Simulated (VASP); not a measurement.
A run of VASP 6.6.1:

Contents of INCAR:

```
  PREC = Accurate
  ENCUT = 520
  EDIFF = 1E-6
  ISMEAR = -1
  SIGMA = 0.1
  LREAL = F
  LASPH = T
  NELM = 80
  ALGO = Normal
  ISIF = 2
  LWAVE = F
  LCHARG = T
  GGA = PE
  LELF = T
  LVHAR = T
  NBANDS = 9
```

KPOINTS

```
regular mesh
0
Gamma
  17 17 17
```

File POSCAR:

```
S
1.0
    0.0000000000      1.8435424372      1.8435424372
    1.8435424372      0.0000000000      1.8435424372
    1.8435424372      1.8435424372      0.0000000000
S
1
Direct
    0.0000000000      0.0000000000      0.0000000000
```

Potentials or basis: VASP PAW PBE potentials, release 64 (S).

Command:

```console
$ cat potpaw_PBE.64/S/POTCAR > POTCAR
$ mpirun -np 1 vasp_std > vasp.out
```

Hardware: 1 thread of AMD EPYC 7R13 Processor (Zen 3), on a shared host.

Estimate the wall time of this run.

Wall time 12 s on 1 thread of AMD EPYC 7R13 Processor (Zen 3), on a shared host, peak memory 0.1 GiB. Counts: scf iterations 10, k points 165.
